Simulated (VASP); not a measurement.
Crystal: Ca.

```xyz
1
Lattice="0.0000 2.7265 2.7265 2.7265 0.0000 2.7265 2.7265 2.7265 0.0000" Properties=species:S:1:pos:R:3 pbc="T T T"
Ca    0.0000    0.0000    0.0000
```

Base run:

* Program: VASP 6.6.1
* Functional: PBEsol
* Potentials or basis: VASP PAW PBE potentials, release 64 (Ca_sv)
* Cutoff: 520 eV
* k mesh: 8 × 8 × 8
* Occupations: fermi-dirac, width 0.05 eV
* Spin: no spin polarisation

Its results: band gap on the k mesh zero (band 5 reaches 2.23 eV, above the bottom of band 6 at 1.93 eV); pressure 0.0 GPa.

Problem. The run is repeated on the same cell with these changes: functional from PBEsol to r2SCAN; further incar settings from ALGO = Normal; EDIFF = 1e-07; NBANDS = 11 to ALGO = Normal; EDIFF = 1e-06; NBANDS = 11. What comes out?

Solution. Band gap on the k mesh zero (band 5 reaches 2.39 eV, above the bottom of band 6 at 1.91 eV); pressure 1.3 GPa.

Caveats: the PAW data sets were made with another functional, which shifts forces and pressure a little.
